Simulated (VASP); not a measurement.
# Si (P6_3/mmc) in VASP: notebook, part 3 of 3

VASP 6.6.1. Earlier steps stand in the parts before.

## Step 6: Single point, RPBE (16.37 Å³/atom)

This run uses another cell than the first one, of 16.37 Å³/atom.

File INCAR:

```
PREC = Accurate
ENCUT = 520
EDIFF = 1E-7
ISMEAR = -1
SIGMA = 0.1
LREAL = F
LASPH = T
NELM = 100
ALGO = Normal
ISIF = 2
LWAVE = F
LCHARG = T
GGA = RP
LELF = T
LVHAR = T
NBANDS = 16
```

File KPOINTS:

```
Automatic mesh
0
Gamma
  15 15 4
```

File POSCAR:

```
Si
1.0
    2.8355734109      0.0000000000      0.0000000000
   -1.4177867054      2.4556786081      0.0000000000
    0.0000000000      0.0000000000      9.4058571899
Si
4
Direct
    0.0000000000      0.0000000000      0.0000000000
    0.0000000000      0.0000000000      0.5000000000
    0.3333333333      0.6666666667      0.2500000000
    0.6666666667      0.3333333333      0.7500000000
```

Potentials or basis: VASP PAW PBE potentials, release 64 (Si).

The run is started by

```
> cat potpaw_PBE.64/Si/POTCAR > POTCAR
> mpirun -np 1 vasp_std > vasp.out
```

OUTCAR:

```text
PREC = Accurate
   ENCUT = 520
   EDIFF = 1E-7
   ISMEAR = -1
   LREAL = F
   LASPH = T
   NELM = 100
   ISIF = 2
   GGA = RP

 ion  position               nearest neighbor table
   1  0.000  0.000  0.000-   3 2.87   4 2.87   3 2.87   4 2.87   4 2.87   3 2.87
   2  0.000  0.000  0.500-   3 2.87   4 2.87   3 2.87   4 2.87   4 2.87   3 2.87
   3  0.333  0.667  0.250-   1 2.87   2 2.87   1 2.87   2 2.87   1 2.87   2 2.87
   4  0.667  0.333  0.750-   1 2.87   2 2.87   1 2.87   2 2.87   1 2.87   2 2.87

  LATTYP: Found a hexagonal cell.
 ALAT       =     2.8355734109
 C/A-ratio  =     3.3170917578

  Lattice vectors:

 A1 = (   2.8355734109,   0.0000000000,   0.0000000000)
 A2 = (  -1.4177867054,   2.4556786081,   0.0000000000)
 A3 = (   0.0000000000,   0.0000000000,   9.4058571899)

Analysis of symmetry for initial positions (statically):
=====================================================================
 Subroutine PRICEL returns:
 Original cell was already a primitive cell.

 Routine SETGRP: Setting up the symmetry group for a
 hexagonal supercell.

 Subroutine GETGRP returns: Found 24 space group operations
 (whereof 12 operations were pure point group operations)
 out of a pool of 24 trial point group operations.

The static configuration has the point symmetry D_3d.
 The point group associated with its full space group is D_6h.

Analysis of symmetry for dynamics (positions and initial velocities):
=====================================================================
 Subroutine PRICEL returns:
 Original cell was already a primitive cell.

 Routine SETGRP: Setting up the symmetry group for a
 hexagonal supercell.

 Subroutine GETGRP returns: Found 24 space group operations
 (whereof 12 operations were pure point group operations)
 out of a pool of 24 trial point group operations.

The dynamic configuration has the point symmetry D_3d.
 The point group associated with its full space group is D_6h.

[... 123 lines left out ...]
  volume/ion in A,a.u.               =      16.37       110.50
  Fermi-wavevector in a.u.,A,eV,Ry     =   1.023398  1.933942 14.249973  1.047343
  Thomas-Fermi vector in A             =   2.157129
   LORBIT       =      0    0 simple, 1 ext, 2 COOP (PROOUT), +10 PAW based schemes
   GGA     = RP    functional components
   LHFCALC =     F    Hartree Fock is set to
   AEXX    =    0.0000 exact exchange contribution
   IVDW    =     0    specifies the selected vdW correction
   LEPSILON=     F    determine dielectric tensor
   LRPA    =     F    only Hartree local field effects (RPA)
 non-spin polarized calculation
  energy-cutoff  :      520.00
  volume of cell :       65.50
 maximum number of plane-waves:      1778
 NGX is ok and might be reduce to    24
   NGX = 11   NGY = 11   NGZ = 35

 number of electron      16.0000000 magnetization

 Free energy of the ion-electron system (eV)
  ---------------------------------------------------
  ext. energy  EPLUGINS =         0.00000000
  ---------------------------------------------------
  free energy    TOTEN  =       -18.24549426 eV

  energy without entropy =      -18.17619423  energy(sigma->0) =      -18.21084424

 E-fermi :   8.6565     XC(G=0): -10.6890

 val. band max:        8.6402049838   @ k =   0.2000   0.0667   0.2500
 cond. band min:       8.6661681241   @ k =   0.2667   0.2000   0.0000
 fundamental gap:      0.0259631403
 Fermi energy:         8.6565141381

 k-point     1 :       0.0000    0.0000    0.0000
  band No.  band energies     occupation
      1      -4.6743      2.00000
      2      -3.0476      2.00000
      3      -3.0453      2.00000
      4       1.2087      2.00000
      5       2.4338      2.00000
      6       9.6130      0.00014
[... 433 lines left out ...]
      3       3.2028      2.00000
      4       3.5836      2.00000
      5       3.6244      2.00000
      6       3.8412      2.00000
[... 8 lines left out ...]
     15      13.0047      0.00000
     16      14.6105      0.00000

 [... further k-points ...]

------------------------ aborting loop because EDIFF is reached ----------------------------------------

  FORCE on cell =-STRESS in cart. coord.  units (eV):
  Direction    XX          YY          ZZ          XY          YZ          ZX
  --------------------------------------------------------------------------------------
  -------------------------------------------------------------------------------------
  Total       -3.3296729     -3.3296729     -2.6791600     -0.0000000     -0.0000000      0.0000000
  in kB      -81.4519239    -81.4519239    -65.5387905     -0.0000000     -0.0000000      0.0000000
  external PRESSURE =     -76.1475461 kB  Pullay stress =       0.0000000 kB

 VOLUME and BASIS-vectors are now :
 -----------------------------------------------------------------------------
  energy-cutoff  :      520.00
  volume of cell :       65.50
      direct lattice vectors                 reciprocal lattice vectors
     2.835573411  0.000000000  0.000000000     0.352662356  0.203609706  0.000000000
    -1.417786705  2.455678608  0.000000000     0.000000000  0.407219412  0.000000000
     0.000000000  0.000000000  9.405857190     0.000000000  0.000000000  0.106316732

 POSITION                                       TOTAL-FORCE (eV/Angst)
 -----------------------------------------------------------------------------------
      0.00000      0.00000      0.00000         0.000000      0.000000     -0.000000
      0.00000      0.00000      4.70293         0.000000      0.000000     -0.000000
     -0.00000      1.63712      2.35146        -0.000000      0.000000      0.000000
      1.41779      0.81856      7.05439         0.000000      0.000000      0.000000
 -----------------------------------------------------------------------------------
    total drift:                               -0.000000      0.000000     -0.000000

  FREE ENERGIE OF THE ION-ELECTRON SYSTEM (eV)
  ---------------------------------------------------
  free  energy   TOTEN  =       -18.2454942553 eV

  energy  without entropy=      -18.1761942345  energy(sigma->0) =      -18.21084424
```

stdout:

```text
POSCAR found type information on POSCAR Si
 POSCAR found :  1 types and       4 ions
 scaLAPACK will be used
 -----------------------------------------------------------------------------
|                                                                             |
|                                                                             |
|     You enforced a specific xc type in the INCAR file but a different       |
|     I HOPE YOU KNOW WHAT YOU ARE DOING!                                     |
|                                                                             |
 -----------------------------------------------------------------------------

 LDA part: xc-table for (Slater+PW92), standard interpolation
 POSCAR, INCAR and KPOINTS ok, starting setup
 FFT: planning ... GRIDC
 FFT: planning ... GRID_SOFT
 FFT: planning ... GRID
 WAVECAR not read
 entering main loop
```

Wall time 61 s (1 thread of Intel Xeon Platinum 8375C at 2.90GHz (Ice Lake), shared host); peak memory 0.21 GiB.

Results:

```
Free energy            : -18.2455 eV
Pressure               : -7.6 GPa
Band gap on the k mesh : zero (bands 8 and 9 overlap by 11.16 eV)
```

Stress tensor (GPa, compression positive):
```
-8.15  0.00  0.00
 0.00 -8.15  0.00
 0.00  0.00 -6.55
```

Levels at points of the mesh, in eV from the Fermi level:
```
           k point  band 5  band 6  band 7  band 8  band 9  band 10  band 11  band 12
(0.00, 0.00, 0.00)   -6.22    0.96    0.96    7.61    7.61     8.19     8.19     8.65
(0.00, 0.00, 0.50)   -3.23   -3.23    5.65    5.65    7.84     7.84     7.84     7.84
```

Caveat: the cell stands under tension; the PAW data sets were made with another functional, which shifts forces and pressure a little.

## Step 7: Summary

| cell | gap on the mesh (eV) | pressure (GPa) |
| --- | --- | --- |
| a = 2.694, b = 2.694, c = 8.935 Å, angles 90.0, 90.0, 120.0°, 4 atoms | none | 3.1 |
| a = 2.730, b = 2.730, c = 9.057 Å, angles 90.0, 90.0, 120.0°, 4 atoms | none | -0.5 |
| a = 2.766, b = 2.766, c = 9.176 Å, angles 90.0, 90.0, 120.0°, 4 atoms | none | -3.4 |
| a = 2.801, b = 2.801, c = 9.293 Å, angles 90.0, 90.0, 120.0°, 4 atoms | none | -5.8 |
| a = 2.836, b = 2.836, c = 9.406 Å, angles 90.0, 90.0, 120.0°, 4 atoms | none | -7.6 |

Alike in all rows: task single point; level RPBE; potentials or basis VASP PAW PBE potentials, release 64 (Si); no spin polarisation; k mesh 15 × 15 × 4; cutoff (eV) 520; smearing fermi-dirac 0.1 eV.

Caveats: the PAW data sets were made with another functional, which shifts forces and pressure a little; the cell stands under tension (at least some runs); the cell stands under pressure (at least some runs).

Total energies depend on the potentials used, so only differences within one code and one set of settings carry meaning.

The gap in the log of VASP goes by the Fermi energy; the results here count the filled bands.